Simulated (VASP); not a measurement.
Input of a VASP 6.6.1 run:

Contents of INCAR:

```
SYSTEM = Cs2Ga
ALGO = Normal ; EDIFF = 1E-7
EDIFFG = -0.04 ; ENCUT = 500
GGA = PE ; GGA_COMPAT = .False.
IBRION = 2 ; ISIF = 3
ISMEAR = 0 ; LASPH = .True.
LCHARG = .False. ; LREAL = .False.
LWAVE = .False. ; NELM = 120
NELMIN = 4 ; NSW = 90
PREC = Accurate ; SIGMA = 0.1
```

Contents of KPOINTS:

```
k-points
0
Gamma
  6 6 4
  0 0 0
```

POSCAR

```
Cs2Ga
1.0
    4.7737792829      0.0000000000      0.0000000000
   -2.3868896415      4.1342141311      0.0000000000
    0.0000000000      0.0000000000      5.1544128470
Cs Ga
2 1
Direct
    0.3333333333      0.6666666667      0.5000000000
    0.6666666667      0.3333333333      0.5000000000
    0.0000000000      0.0000000000      0.0000000000
```

Potentials or basis: VASP PAW PBE potentials, release 64 (Cs_sv, Ga_d).

Command:

```console
$ cat potpaw_PBE.64/Cs_sv/POTCAR potpaw_PBE.64/Ga_d/POTCAR > POTCAR
$ mpirun -np 1 vasp_std > vasp.out
```

Question: What does it give for the band gap on the k mesh?

Answer: Zero (an odd number of electrons rules out a gap without spin polarisation).

Question: Predict the relaxed volume.

Answer: 51.34 Å³/atom.

Question: What does it give for the relaxed cell?

Answer: a = 6.677 Å, b = 6.677 Å, c = 3.989 Å, α = 90.00°, β = 90.00°, γ = 120.00°.

Final structure:
```
Cs Ga
1.0
     6.67712    0.00000    0.00000
    -3.33856    5.78256    0.00000
     0.00000    0.00000    3.98921
Cs Ga
2 1
Direct
  0.33333 0.66667 0.50000
  0.66667 0.33333 0.50000
  0.00000 0.00000 0.00000
```

Caveat: the volume moved by over 15 % at a fixed basis, so the end points are rough; spin-orbit coupling is left out, which moves the levels of the heavy elements.
